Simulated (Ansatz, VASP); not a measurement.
## Two plane-wave programs on C

File POSCAR:

```
C
1.0
    2.6353316695      0.0000000000      0.0000000000
   -1.3176658347      2.2822641731      0.0000000000
    0.0000000000      0.0000000000      8.6943408560
C
8
Direct
    0.0000000000      0.0000000000      0.0929334757
    0.0000000000      0.0000000000      0.5929334757
    0.0000000000      0.0000000000      0.4070665243
    0.0000000000      0.0000000000      0.9070665243
    0.3333333333      0.6666666667      0.1554962089
    0.6666666667      0.3333333333      0.6554962089
    0.3333333333      0.6666666667      0.3445037911
    0.6666666667      0.3333333333      0.8445037911
```

Contents of INCAR.step1:

```
SYSTEM = C
  PREC = Accurate
  ENCUT = 520
  ISMEAR = 0
  SIGMA = 0.05
  LREAL = .FALSE.
  LASPH = .TRUE.
  NELM = 80
  NBANDS = 26
  GGA = PE
  ALGO = Normal
  EDIFF = 1E-4
  LWAVE = .TRUE.
  LCHARG = .FALSE.
```

INCAR.step2

```
SYSTEM = C
  PREC = Accurate
  ENCUT = 520
  EDIFF = 1E-6
  ISMEAR = 0
  SIGMA = 0.05
  LREAL = .FALSE.
  LASPH = .TRUE.
  NELM = 80
  ALGO = Normal
  ISIF = 2
  LWAVE = .FALSE.
  LCHARG = .TRUE.
  METAGGA = R2SCAN
  LMIXTAU = .TRUE.
  LELF = .TRUE.
  LVHAR = .TRUE.
  NBANDS = 26
  ISTART = 1
```

File KPOINTS:

```
regular mesh
0
G
  12 12 4
  0 0 0
```

Input for Ansatz:

```yaml
crystal:
  lattice:
    - [2.6353316695, 0.0, 0.0]
    - [-1.3176658347, 2.2822641731, 0.0]
    - [0.0, 0.0, 8.694340856]
  atoms:
    - { symbol: C, position: [0.0, 0.0, 0.0929334757] }
    - { symbol: C, position: [0.0, 0.0, 0.5929334757] }
    - { symbol: C, position: [0.0, 0.0, 0.4070665243] }
    - { symbol: C, position: [0.0, 0.0, 0.9070665243] }
    - { symbol: C, position: [0.3333333333, 0.6666666667, 0.1554962089] }
    - { symbol: C, position: [0.6666666667, 0.3333333333, 0.6554962089] }
    - { symbol: C, position: [0.3333333333, 0.6666666667, 0.3445037911] }
    - { symbol: C, position: [0.6666666667, 0.3333333333, 0.8445037911] }
basis:
  ecutwfc: 500
kpoints:
  mp_grid: { grid: [12, 12, 4] }
hamiltonian:
  xc: r2scan
scf:
  occupations: { method: gaussian, width: 0.05 }
output:
  forces: true
  stress: true
  eigenvalues: true
  write_density: true
  write_potential: true
  elf: true
  volumetric_format: npy
```

Change from the starting cell: strain +0.050 along x and y, +0.050 along z, atoms carried along.

Alike in both runs: task single point; functional r2SCAN; k mesh 12 × 12 × 4; occupations gaussian, width 0.05 eV; no spin polarisation.

```csv
,VASP,Ansatz
version,VASP 6.6.1,Ansatz 0.2.0
potentials or method,"VASP PAW PBE potentials, release 64 (C), cutoff 520 eV","scalar-relativistic, plane waves, PAW"
valence electrons in the cell,32,32
```

Ansatz gave:

- gap on the k mesh at the Fermi level (eV): 4.40
- least direct gap on the mesh (eV): 5.25
- pressure (GPa): -50.3
- traceless stress, the component that is largest in VASP (GPa): -0.15
- rms of the force components (eV/Å): 0.050

Question: What did VASP give for the same quantities?

Answer: gap on the k mesh at the Fermi level (eV): 4.38; least direct gap on the mesh (eV): 5.21; pressure (GPa): -49.7; traceless stress, the component that is largest in VASP (GPa): -0.15; rms of the force components (eV/Å): 0.048.

VASP's potentials were made for PBE, not for r2SCAN. Atom by atom the forces differ by 0.002 eV/Å (rms over components). Both programs put the cell under strong tension, so it lies far from rest at this level.

Noted on VASP's run: the cell as given lies far from equilibrium.
